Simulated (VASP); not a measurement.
# Pt4C in VASP: further runs

Pt4C is run at these levels: PBEsol; tasks: single point.

Program: VASP 6.6.1. These are calculated values, not measurements. Logs are shortened: lines on timing, memory, paths and dates and some standing lists are left out, and cuts for length are marked.

**1. The cell of the first run**

The cell holds a slab with vacuum, 5 atoms: a = 2.770 Å, b = 3.918 Å, c = 21.097 Å, α = 90.00°, β = 90.00°, γ = 90.00°.

**2. Single point, PBEsol, collinear spin**

File INCAR:

```
ALGO     = Normal         # electronic algorithm
DIPOL    = 0.5 0.5 0.329
EDIFF    = 1E-6           # SCF threshold, eV
ENCUT    = 520            # plane-wave cutoff, eV
GGA      = PS             # functional
GGA_COMPAT= False        
IDIPOL   = 3            
ISIF     = 2              # what is computed and relaxed
ISMEAR   = 0              # smearing method
ISPIN    = 2              # spin polarisation
LASPH    = True           # aspherical terms in the spheres
LCHARG   = False          # write CHGCAR
LDIPOL   = True         
LMAXMIX  = 4              # l up to which the mixer works
LORBIT   = 11             # projections on sites
LREAL    = False          # projectors in reciprocal space
LWAVE    = False          # write WAVECAR
MAGMOM   = 0 0 0 0 2      # initial moments
NBANDS   = 34             # bands
NELM     = 200            # most SCF steps
NELMDL   = -8           
PREC     = Accurate       # precision mode
SIGMA    = 0.1            # smearing width, eV
```

File KPOINTS:

```
k-points
0
Gamma
  10 7 1
```

File POSCAR:

```
Pt4C
1.0
    2.7704032196      0.0000000000      0.0000000000
    0.0000000000      3.9179418064      0.0000000000
    0.0000000000      0.0000000000     21.0969749094
Pt C
4 1
Direct
    0.5000000000      0.5000000000      0.1896006426
    0.0000000000      0.0000000000      0.2552594214
    0.5000000000      0.5000000000      0.3256256435
    0.0000000000      0.0000000000      0.3837979115
    0.0000000000      0.5000000000      0.4913962762
```

Potentials or basis: VASP PAW PBE potentials, release 64 (Pt, C).

Run with:

```console
$ cat potpaw_PBE.64/Pt/POTCAR potpaw_PBE.64/C/POTCAR > POTCAR
$ mpirun -np 1 vasp_std > vasp.out
```

OUTCAR:

```text
EDIFF = 1E-6
   ENCUT = 520
   GGA = PS
   ISIF = 2
   ISMEAR = 0
   ISPIN = 2
   LASPH = True
   LORBIT = 11
   LREAL = False
   NELM = 200
   NELMDL = -8
   PREC = Accurate

 ion  position               nearest neighbor table
   1  0.500  0.500  0.190-   2 2.77   2 2.77   2 2.77   2 2.77   3 2.87
   2  0.000  0.000  0.255-   4 2.71   1 2.77   1 2.77   1 2.77   1 2.77   3 2.82   3 2.82   3 2.82
                             3 2.82
   3  0.500  0.500  0.326-   4 2.69   4 2.69   4 2.69   4 2.69   2 2.82   2 2.82   2 2.82   2 2.82
                             1 2.87
   4  0.000  0.000  0.384-   3 2.69   3 2.69   3 2.69   3 2.69   2 2.71
   5  0.000  0.500  0.491-

  LATTYP: Found a simple orthorhombic cell.
 ALAT       =     2.7704032196
 B/A-ratio  =     1.4142135624
 C/A-ratio  =     7.6151279208

  Lattice vectors:

 A1 = (   2.7704032196,   0.0000000000,   0.0000000000)
 A2 = (   0.0000000000,   3.9179418064,   0.0000000000)
 A3 = (   0.0000000000,   0.0000000000,  21.0969749094)

Analysis of symmetry for initial positions (statically):
=====================================================================
 Subroutine PRICEL returns:
 Original cell was already a primitive cell.

 Routine SETGRP: Setting up the symmetry group for a
 simple orthorhombic supercell.

 Subroutine GETGRP returns: Found  4 space group operations
 (whereof  4 operations were pure point group operations)
 out of a pool of  8 trial point group operations.

The static configuration has the point symmetry C_2v.

Analysis of symmetry for dynamics (positions and initial velocities):
=====================================================================
 Subroutine PRICEL returns:
 Original cell was already a primitive cell.

 Routine SETGRP: Setting up the symmetry group for a
 simple orthorhombic supercell.

 Subroutine GETGRP returns: Found  4 space group operations
 (whereof  4 operations were pure point group operations)
 out of a pool of  8 trial point group operations.

The dynamic configuration has the point symmetry C_2v.

Analysis of structural, dynamic, and magnetic symmetry:
=====================================================================
 Subroutine PRICEL returns:
 Original cell was already a primitive cell.

 Routine SETGRP: Setting up the symmetry group for a
 simple orthorhombic supercell.

 Subroutine GETGRP returns: Found  4 space group operations
 (whereof  4 operations were pure point group operations)
 out of a pool of  8 trial point group operations.

The overall configuration has the point symmetry C_2v.

 Subroutine INISYM returns: Found  4 space group operations
 (whereof  4 operations are pure point group operations),
 and found     1 'primitive' translations

----------------------------------------------------------------------------------------

                                     Primitive cell

  volume of cell :     228.9924

  direct lattice vectors                    reciprocal lattice vectors
     2.770403220  0.000000000  0.000000000     0.360958287  0.000000000  0.000000000
     0.000000000  3.917941806  0.000000000     0.000000000  0.255236052  0.000000000
     0.000000000  0.000000000 21.096974909     0.000000000  0.000000000  0.047400161

  length of vectors
     2.770403220  3.917941806 21.096974909     0.360958287  0.255236052  0.047400161

  position of ions in fractional coordinates (direct lattice)
     0.500000000  0.500000000  0.189600643
     0.000000000  0.000000000  0.255259421
     0.500000000  0.500000000  0.325625643
     0.000000000  0.000000000  0.383797911
     0.000000000  0.500000000  0.491396276

  ion indices of the primitive-cell ions
   primitive index   ion index
                 1           1
[... 30 lines left out ...]

 Following reciprocal coordinates:
            Coordinates               Weight
  0.000000  0.000000  0.000000      1.000000
  0.100000  0.000000  0.000000      2.000000
  0.200000  0.000000  0.000000      2.000000
  0.300000  0.000000  0.000000      2.000000
  0.400000  0.000000  0.000000      2.000000
  0.500000  0.000000  0.000000      1.000000
[... 16 lines left out ...]
  0.400000  0.428571  0.000000      4.000000
  0.500000  0.428571  0.000000      2.000000
   k-points           NKPTS =     24   k-points in BZ     NKDIM =     24   number of bands    NBANDS=     34
   number of dos      NEDOS =    301   number of ions     NIONS =      5
   total plane-waves  NPLWV = 115200
   dimension x,y,z NGX =    24 NGY =   30 NGZ =  160
   dimension x,y,z NGXF=    48 NGYF=   60 NGZF=  320
   ions per type =               4   1
   NGX,Y,Z   is equivalent  to a cutoff of  14.40, 12.73, 12.61 a.u.
   NGXF,Y,Z  is equivalent  to a cutoff of  28.80, 25.46, 25.22 a.u.
 SYSTEM =  unknown system
   PREC   = accura    normal or accurate (medium, high low for compatibility)
   ISTART =      0    job   : 0-new  1-cont  2-samecut
   ICHARG =      2    charge: 1-file 2-atom 10-const
[... 22 lines left out ...]
   EFERMI_NEDOS =   21; number of points for ismear=-14 and -15
   IALGO  =     38    algorithm
   IMIX   =      4    mixing-type and parameters
     AMIX     =   0.40;   BMIX     =  1.00
     AMIX_MAG =   1.60;   BMIX_MAG =  1.00
  volume/ion in A,a.u.               =      45.80       309.06
  Fermi-wavevector in a.u.,A,eV,Ry     =   0.944681  1.785189 12.142150  0.892423
  Thomas-Fermi vector in A             =   2.072510
   LORBIT       =     11    0 simple, 1 ext, 2 COOP (PROOUT), +10 PAW based schemes
   GGA     = PS    functional components
   LHFCALC =     F    Hartree Fock is set to
   AEXX    =    0.0000 exact exchange contribution
   IVDW    =     0    specifies the selected vdW correction
   LEPSILON=     F    determine dielectric tensor
   LRPA    =     F    only Hartree local field effects (RPA)
 spin polarized calculation
 Gauss-broadening in eV      SIGMA  =   0.10
  energy-cutoff  :      520.00
  volume of cell :      228.99
 maximum number of plane-waves:      6232
 NGX is ok and might be reduce to    24
   NGX = 11   NGY = 15   NGZ = 79

 dipolmoment           0.000000      0.000000     -0.000698 electrons x Angstroem

 number of electron      43.9999999 magnetization       0.4011175

 dipolmoment           0.000000      0.000000      0.021321 electrons x Angstroem

 Free energy of the ion-electron system (eV)
  ---------------------------------------------------
  ext. energy  EPLUGINS =         0.00000000
  ---------------------------------------------------
  free energy    TOTEN  =       -27.97495642 eV

  energy without entropy =      -27.93906970  energy(sigma->0) =      -27.95701306

 E-fermi :  -1.0042     XC(G=0):  -5.2159

 val. band max:       -1.0048709529   @ k =   0.5000   0.2857   0.0000
 cond. band min:      -1.0036776495   @ k =   0.5000   0.0000   0.0000
 fundamental gap:      0.0011933034
 Fermi energy:        -1.0042452886

 spin component 1

 k-point     1 :       0.0000    0.0000    0.0000
  band No.  band energies     occupation
      1     -10.4982      1.00000
      2      -9.7560      1.00000
      3      -7.4093      1.00000
      4      -7.3408      1.00000
      5      -6.2433      1.00000
      6      -6.1736      1.00000
[... 877 lines left out ...]
     33       7.9750      0.00000
     34       8.5137      0.00000
 Fermi energy:        -1.0042452886

 spin component 2

 k-point     1 :       0.0000    0.0000    0.0000
  band No.  band energies     occupation
      1     -10.0891      1.00000
      2      -9.4199      1.00000
      3      -7.4032      1.00000
      4      -7.3638      1.00000
      5      -6.2707      1.00000
      6      -6.1935      1.00000
[... 877 lines left out ...]
     33       8.0109      0.00000
     34       8.5394      0.00000

------------------------ aborting loop because EDIFF is reached ----------------------------------------

 vacuum level on the upper side and lower side of the slab       (xc-potential included)         0.050        -0.222

  FORCE on cell =-STRESS in cart. coord.  units (eV):
  Direction    XX          YY          ZZ          XY          YZ          ZX
  --------------------------------------------------------------------------------------
  -------------------------------------------------------------------------------------
  Total      -10.7976200     -8.9579316     -6.1904709      0.0000000      0.0000000      0.0000000
  in kB      -75.5470428    -62.6754087    -43.3124866      0.0000000      0.0000000      0.0000000
  external PRESSURE =     -60.5116460 kB  Pullay stress =       0.0000000 kB

 VOLUME and BASIS-vectors are now :
 -----------------------------------------------------------------------------
  energy-cutoff  :      520.00
  volume of cell :      228.99
      direct lattice vectors                 reciprocal lattice vectors
     2.770403220  0.000000000  0.000000000     0.360958287  0.000000000  0.000000000
     0.000000000  3.917941806  0.000000000     0.000000000  0.255236052  0.000000000
     0.000000000  0.000000000 21.096974909     0.000000000  0.000000000  0.047400161

 POSITION                                       TOTAL-FORCE (eV/Angst)
 -----------------------------------------------------------------------------------
      1.38520      1.95897      4.00000         0.000000      0.000000      0.988158
      0.00000      0.00000      5.38520         0.000000      0.000000     -0.910169
      1.38520      1.95897      6.86972         0.000000      0.000000     -0.069870
      0.00000      0.00000      8.09697         0.000000      0.000000      2.037091
      0.00000      1.95897     10.36697         0.000000      0.000000     -2.045210
 -----------------------------------------------------------------------------------
    total drift:                                0.000000     -0.000000      0.000180

  FREE ENERGIE OF THE ION-ELECTRON SYSTEM (eV)
  ---------------------------------------------------
  free  energy   TOTEN  =       -27.9749564178 eV

  energy  without entropy=      -27.9390696983  energy(sigma->0) =      -27.95701306

 vacuum level on the upper side and lower side of the slab         4.863         4.536

 total charge

# of ion       s       p       d       tot
------------------------------------------
    1        0.598   0.347   8.052   8.997
    2        0.622   0.561   7.979   9.162
    3        0.634   0.578   7.989   9.201
    4        0.624   0.450   7.981   9.055
    5        1.054   0.859   0.000   1.913
--------------------------------------------------
tot          3.532   2.796  32.000  38.328

 magnetization (x)

# of ion       s       p       d       tot
------------------------------------------
    1        0.006   0.003   0.003   0.012
    2        0.001   0.002  -0.039  -0.036
    3        0.002   0.002  -0.046  -0.042
    4       -0.007   0.003  -0.144  -0.148
    5        0.013   0.291   0.000   0.304
--------------------------------------------------
tot          0.015   0.301  -0.226   0.090
```

It took 19 min on 1 thread of Intel Xeon Platinum 8259CL at 2.50GHz (Skylake/Cascade Lake), shared host; peak memory 0.58 GiB.

Results:

- Free energy: -27.9750 eV
- Largest force: 2.045 eV/Å
- Net moment: 0.40 μB per cell
- Site moments: Pt +0.01, -0.04, -0.15 (each value once); C +0.30 μB
- Valence electrons inside the program's atomic spheres: Pt 9.00, 9.16, 9.20, 9.05; C 1.91

Forces in eV/Å, atoms in the order of the input:
```
Pt   0.000  0.000  0.988
Pt   0.000  0.000 -0.910
Pt   0.000  0.000 -0.070
Pt   0.000  0.000  2.037
C    0.000  0.000 -2.045
```

Caveat: a moment this small can come from the mesh or the smearing; the PAW data sets were made with another functional, which shifts forces and pressure a little; spin-orbit coupling is left out, which moves the levels of the heavy elements.

**3. Single point, PBEsol, collinear spin**

File INCAR:

```
SYSTEM = Pt4C
PREC = Accurate ; ENCUT = 520
EDIFF = 1E-6 ; ISMEAR = 0
SIGMA = 0.1 ; LREAL = .False.
LASPH = .True. ; NELM = 200
ALGO = Normal ; ISIF = 2
LWAVE = .False. ; LCHARG = .True.
ISPIN = 2 ; MAGMOM = 0 0 0 0 2
LORBIT = 11 ; LMAXMIX = 4
LDIPOL = .True. ; IDIPOL = 3
DIPOL = 0.5 0.5 0.325 ; GGA = PS
LELF = .True. ; LVHAR = .True.
LVACPOTAV = .True. ; NBANDS = 34
GGA_COMPAT = .False. ; NELMDL = -8
```

File KPOINTS:

```
regular mesh
0
Gamma
  10 7 1
  0 0 0
```

POSCAR, as its differences from that of step 2:

```diff
@@ -12,2 +12,2 @@
     0.0000000000      0.0000000000      0.3837979115
-    0.0000000000      0.5000000000      0.4913962762
+    0.0000000000      0.5000000000      0.4691182007
```

Potentials or basis: VASP PAW PBE potentials, release 64 (Pt, C).

Run with:

```console
$ cat potpaw_PBE.64/Pt/POTCAR potpaw_PBE.64/C/POTCAR > POTCAR
$ mpirun -np 1 vasp_std > vasp.out
```

Wall time 13 min (1 thread of Intel Xeon Platinum 8488C (Sapphire Rapids), shared host); peak memory 0.57 GiB.

The run converged. Its results:

```
Free energy                                           : -29.1330 eV
Largest force                                         : 2.953 eV/Å
Band gap on the k mesh                                : zero (filled and empty bands overlap)
Net moment                                            : 0.00 μB per cell
Valence electrons inside the program's atomic spheres : Pt 9.00, 9.17, 9.21, 9.09; C 1.92
```

Forces on the atoms (eV/Å):
```
Pt   0.000  0.000  1.048
Pt   0.000  0.000 -0.913
Pt   0.000  0.000 -0.289
Pt   0.000  0.000  2.953
C    0.000  0.000 -2.799
```

Levels at points of the mesh, in eV from the Fermi level:
Spin up:
| k point | band 19 | band 20 | band 21 | band 22 | band 23 | band 24 | band 25 | band 26 |
| --- | --- | --- | --- | --- | --- | --- | --- | --- |
| (0.00, 0.00, 0.00) | -0.98 | -0.70 | -0.33 | -0.19 | 0.04 | 0.40 | 0.85 | 2.04 |
| (0.50, 0.00, 0.00) | -0.32 | -0.10 | -0.10 | 0.27 | 1.20 | 1.92 | 2.17 | 2.32 |
Spin down:
```tsv
k point	band 20	band 21	band 22	band 23	band 24	band 25
(0.00, 0.00, 0.00)	-0.70	-0.33	-0.19	0.04	0.40	0.85
(0.50, 0.00, 0.00)	-0.10	-0.10	0.27	1.20	1.92	2.17
```

Caveat: the PAW data sets were made with another functional, which shifts forces and pressure a little; spin-orbit coupling is left out, which moves the levels of the heavy elements.

**4. Single point, PBEsol, collinear spin**

File INCAR:

```
SYSTEM = Pt4C
PREC = Accurate
ENCUT = 520
EDIFF = 1E-6
ISMEAR = 0
SIGMA = 0.1
LREAL = .False.
LASPH = .True.
NELM = 200
ALGO = Normal
ISIF = 2
LWAVE = .False.
LCHARG = .False.
ISPIN = 2
MAGMOM = 0 0 0 0 2
LORBIT = 11
LMAXMIX = 4
LDIPOL = .True.
IDIPOL = 3
DIPOL = 0.5 0.5 0.338
GGA = PS
NBANDS = 34
GGA_COMPAT = .False.
NELMDL = -8
```

KPOINTS is that of step 3.

POSCAR, as its differences from that of step 3:

```diff
@@ -12,2 +12,2 @@
     0.0000000000      0.0000000000      0.3837979115
-    0.0000000000      0.5000000000      0.4691182007
+    0.0000000000      0.0000000000      0.5340564208
```

Run with:

```console
$ cat potpaw_PBE.64/Pt/POTCAR potpaw_PBE.64/C/POTCAR > POTCAR
$ mpirun -np 1 vasp_std > vasp.out
```

Wall time 13 min (1 thread of Intel Xeon Platinum 8488C (Sapphire Rapids), shared host); peak memory 0.57 GiB.

Results (log left out):

- Free energy: -27.2165 eV
- Largest force: 1.092 eV/Å
- Net moment: 1.18 μB per cell
- Site moments: Pt -0.07, -0.13, -0.20 (each value once); C +0.79 μB
- Valence electrons inside the program's atomic spheres: Pt 9.00, 9.16, 9.20, 9.07; C 1.95

Forces on the atoms (eV/Å):
```
Pt   0.000  0.000  1.039
Pt   0.000  0.000 -0.873
Pt   0.000  0.000 -0.022
Pt   0.000  0.000  0.948
C    0.000  0.000 -1.092
```

Levels at points of the mesh, in eV from the Fermi level:
Spin up:
```tsv
k point	band 19	band 20	band 21	band 22	band 23	band 24	band 25	band 26	band 27	band 28
(0.00, 0.00, 0.00)	-0.82	-0.59	-0.33	-0.29	-0.22	-0.10	0.48	1.23	2.26	4.04
(0.50, 0.00, 0.00)	-0.29	-0.15	0.14	0.33	0.42	0.50	2.24	2.27	2.53	2.67
```
Spin down:
| k point | band 19 | band 20 | band 21 | band 22 | band 23 | band 24 |
| --- | --- | --- | --- | --- | --- | --- |
| (0.00, 0.00, 0.00) | -0.82 | -0.61 | -0.30 | -0.17 | 0.12 | 0.39 |
| (0.50, 0.00, 0.00) | -0.22 | -0.21 | 0.07 | 0.26 | 2.18 | 2.20 |

Caveat: the PAW data sets were made with another functional, which shifts forces and pressure a little; spin-orbit coupling is left out, which moves the levels of the heavy elements.

**5. Single point, PBEsol, collinear spin**

File INCAR:

```
ALGO     = Normal         # electronic algorithm
DIPOL    = 0.5 0.5 0.311
EDIFF    = 1E-6           # SCF threshold, eV
ENCUT    = 520            # plane-wave cutoff, eV
GGA      = PS             # functional
GGA_COMPAT= F            
IDIPOL   = 3            
ISIF     = 2              # what is computed and relaxed
ISMEAR   = 0              # smearing method
ISPIN    = 2              # spin polarisation
LASPH    = T              # aspherical terms in the spheres
LCHARG   = F              # write CHGCAR
LDIPOL   = T            
LMAXMIX  = 4              # l up to which the mixer works
LORBIT   = 11             # projections on sites
LREAL    = F              # projectors in reciprocal space
LWAVE    = F              # write WAVECAR
MAGMOM   = 0 0 0 0 2      # initial moments
NBANDS   = 34             # bands
NELM     = 200            # most SCF steps
NELMDL   = -8           
PREC     = Accurate       # precision mode
SIGMA    = 0.1            # smearing width, eV
```

File KPOINTS:

```
k-points
0
Gamma
  10 7 1
```

POSCAR, as its differences from that of step 4:

```diff
@@ -12,2 +12,2 @@
     0.0000000000      0.0000000000      0.3837979115
-    0.0000000000      0.0000000000      0.5340564208
+    0.0000000000      0.5000000000      0.4013359710
```

Run with:

```console
$ cat potpaw_PBE.64/Pt/POTCAR potpaw_PBE.64/C/POTCAR > POTCAR
$ mpirun -np 1 vasp_std > vasp.out
```

Run time: 6.8 min. Hardware: 1 thread of Intel Xeon 6975P-C (Granite Rapids), shared host; peak memory 0.58 GiB.

The run converged. Its results:

```
Free energy                                           : -32.8918 eV
Largest force                                         : 2.324 eV/Å
Band gap on the k mesh                                : zero (filled and empty bands overlap)
Net moment                                            : 0.00 μB per cell
Valence electrons inside the program's atomic spheres : Pt 9.01, 9.21, 9.55, 9.61; C 2.25
```

Forces on the atoms (eV/Å):
```
Pt   0.000  0.000  1.095
Pt   0.000  0.000 -1.877
Pt   0.000  0.000 -0.999
Pt   0.000  0.000  2.324
C    0.000  0.000 -0.543
```

Levels at points of the mesh, in eV from the Fermi level:
Spin up:
| k point | band 20 | band 21 | band 22 | band 23 | band 24 | band 25 |
| --- | --- | --- | --- | --- | --- | --- |
| (0.00, 0.00, 0.00) | -0.97 | -0.61 | -0.45 | 0.21 | 0.45 | 1.44 |
| (0.50, 0.00, 0.00) | -0.28 | -0.05 | 0.02 | 1.01 | 1.54 | 2.18 |
Spin down:
| k point | band 19 | band 20 | band 21 | band 22 | band 23 | band 24 | band 25 | band 26 |
| --- | --- | --- | --- | --- | --- | --- | --- | --- |
| (0.00, 0.00, 0.00) | -1.26 | -0.97 | -0.61 | -0.45 | 0.21 | 0.45 | 1.44 | 2.79 |
| (0.50, 0.00, 0.00) | -0.52 | -0.28 | -0.05 | 0.02 | 1.01 | 1.54 | 2.18 | 2.42 |

Caveat: the PAW data sets were made with another functional, which shifts forces and pressure a little; spin-orbit coupling is left out, which moves the levels of the heavy elements.

**6. Overview**

| cell | gap on the mesh (eV) | moment (μB) | largest force (eV/Å) |
| --- | --- | --- | --- |
| as given, atomic positions A | none | 0.40 | 2.05 |
| as given, atomic positions B | none | 0.00 | 2.95 |
| as given, atomic positions C | none | 1.18 | 1.09 |
| as given, atomic positions D | none | 0.00 | 2.32 |

Alike in all rows: task single point; level PBEsol; potentials or basis VASP PAW PBE potentials, release 64 (Pt, C); spin collinear; k mesh 10 × 7 × 1; cutoff (eV) 520; smearing gaussian 0.1 eV.

Caveats: the PAW data sets were made with another functional, which shifts forces and pressure a little; spin-orbit coupling is left out, which moves the levels of the heavy elements; a moment this small can come from the mesh or the smearing (at least some runs).

Absolute energies hang on the potentials; compare differences alone.
